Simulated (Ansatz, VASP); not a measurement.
Two plane-wave programs on TiAl2

POSCAR

```
TiAl2
1.0
    1.9795500000     -6.0472000000      0.0000000000
    1.9795500000      6.0472000000      0.0000000000
    0.0000000000      0.0000000000      4.0315000000
Ti Al
2 4
Direct
    0.6490000000      0.3510000000      0.0000000000
    0.3510000000      0.6490000000      0.0000000000
    0.0000000000      0.0000000000      0.0000000000
    0.8240000000      0.1760000000      0.5000000000
    0.1760000000      0.8240000000      0.5000000000
    0.5000000000      0.5000000000      0.5000000000
```

File INCAR.step1:

```
SYSTEM = TiAl2
ALGO     = Normal         ! electronic algorithm
EDIFF    = 1E-4           ! SCF threshold, eV
ENCUT    = 520            ! plane-wave cutoff, eV
GGA      = PE             ! functional
ISMEAR   = 0              ! smearing method
LASPH    = .TRUE.         ! aspherical terms in the spheres
LCHARG   = .FALSE.        ! write CHGCAR
LREAL    = .FALSE.        ! projectors in reciprocal space
LWAVE    = .TRUE.         ! write WAVECAR
NBANDS   = 27             ! bands
NELM     = 60             ! most SCF steps
PREC     = Accurate       ! precision mode
SIGMA    = 0.1            ! smearing width, eV
```

Contents of INCAR.step2:

```
SYSTEM = TiAl2
ALGO     = Normal         ! electronic algorithm
EDIFF    = 1E-7           ! SCF threshold, eV
ENCUT    = 520            ! plane-wave cutoff, eV
ISIF     = 2              ! what is computed and relaxed
ISMEAR   = 0              ! smearing method
ISTART   = 1            
LASPH    = .TRUE.         ! aspherical terms in the spheres
LCHARG   = .FALSE.        ! write CHGCAR
LMIXTAU  = .TRUE.       
LREAL    = .FALSE.        ! projectors in reciprocal space
LWAVE    = .FALSE.        ! write WAVECAR
METAGGA  = R2SCAN         ! meta-GGA
NBANDS   = 27             ! bands
NELM     = 60             ! most SCF steps
PREC     = Accurate       ! precision mode
SIGMA    = 0.1            ! smearing width, eV
```

File KPOINTS:

```
k-points
0
G
  6 6 4
  0 0 0
```

Input for Ansatz:

```yaml
crystal:
  lattice:
    - [1.97955, -6.0472, 0.0]
    - [1.97955, 6.0472, 0.0]
    - [0.0, 0.0, 4.0315]
  atoms:
    - { symbol: Ti, position: [0.649, 0.351, 0.0] }
    - { symbol: Ti, position: [0.351, 0.649, 0.0] }
    - { symbol: Al, position: [0.0, 0.0, 0.0] }
    - { symbol: Al, position: [0.824, 0.176, 0.5] }
    - { symbol: Al, position: [0.176, 0.824, 0.5] }
    - { symbol: Al, position: [0.5, 0.5, 0.5] }
basis:
  ecutwfc: 500
kpoints:
  mp_grid: { grid: [6, 6, 4] }
hamiltonian:
  xc: r2scan
scf:
  occupations: { method: gaussian, width: 0.1 }
output:
  forces: true
  stress: true
  eigenvalues: true
```

Alike in both runs: task single point; functional r2SCAN; k mesh 6 × 6 × 4; occupations gaussian, width 0.1 eV; no spin polarisation.

|  | VASP | Ansatz |
| --- | --- | --- |
| version | VASP 6.6.1 | Ansatz 0.2.0 |
| potentials or method | VASP PAW PBE potentials, release 64 (Ti_sv, Al), cutoff 520 eV | scalar-relativistic, plane waves, PAW |
| valence electrons in the cell | 36 | 36 |

```csv
,VASP,Ansatz,Ansatz less VASP
gap on the k mesh at the Fermi level (eV),none,none,-
pressure (GPa),-1.8,-1.8,+0.02
"traceless stress, the component that is largest in VASP (GPa)",1.46,1.45,-0.013
rms of the force components (eV/Å),0.358,0.357,-0.0015
```

VASP's potentials were made for PBE, not for r2SCAN. Atom by atom the forces differ by 0.001 eV/Å (rms over components). A gap of «none» marks a metal or a gap that the smearing closes.

The k mesh is coarse, so the values compare programs but aren't converged.
